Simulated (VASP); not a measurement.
## NaSr: single point with PBE

Crystal: NaSr.

```
Na Sr
1.0
     2.07697    1.19914    6.50446
    -2.07697    1.19914    6.50446
     0.00000   -2.39828    6.50446
Na Sr
1 1
Cartesian
  0.0000 0.0000 0.0000
  0.0000 0.0000 9.7567
```

```json
{
  "Program": "VASP 6.6.1",
  "Task": "single point",
  "Functional": "PBE",
  "Potentials or basis": "VASP PAW PBE potentials, release 64 (Na_pv, Sr_sv)",
  "Cutoff": "520 eV",
  "k mesh": "6 × 6 × 6",
  "Occupations": "gaussian, width 0.1 eV",
  "Spin": "no spin polarisation",
  "Dipole correction": "no",
  "Further INCAR settings": "ALGO = Fast; EDIFF = 1e-06; NBANDS = 16"
}
```

* Pressure: 0.0 GPa

Stress tensor (GPa, compression positive):
```
-0.13  0.00  0.00
 0.00 -0.13  0.00
 0.00  0.00  0.24
```

Levels at points of the mesh, in eV from the Fermi level:
| k point | band 5 | band 6 | band 7 | band 8 | band 9 | band 10 | band 11 | band 12 | band 13 | band 14 |
| --- | --- | --- | --- | --- | --- | --- | --- | --- | --- | --- |
| (0.00, 0.00, 0.00) | -18.74 | -18.61 | -18.61 | -3.37 | -0.34 | 0.48 | 2.47 | 2.47 | 3.89 | 3.89 |
| (0.50, 0.00, 0.00) | -18.81 | -18.71 | -18.66 | -0.70 | 0.02 | 0.33 | 1.45 | 2.53 | 3.11 | 4.70 |
| (0.50, 0.50, 0.00) | -18.81 | -18.71 | -18.66 | -0.59 | 0.11 | 0.29 | 1.39 | 1.87 | 3.30 | 4.89 |
| (0.50, 0.50, 0.50) | -18.74 | -18.61 | -18.61 | -2.72 | -1.96 | 1.55 | 2.47 | 2.47 | 3.96 | 3.96 |

Wall time 69 s on 1 thread of Intel(R) Xeon(R) 6975P-C (Granite Rapids) (shared host), peak memory 0.4 GiB.
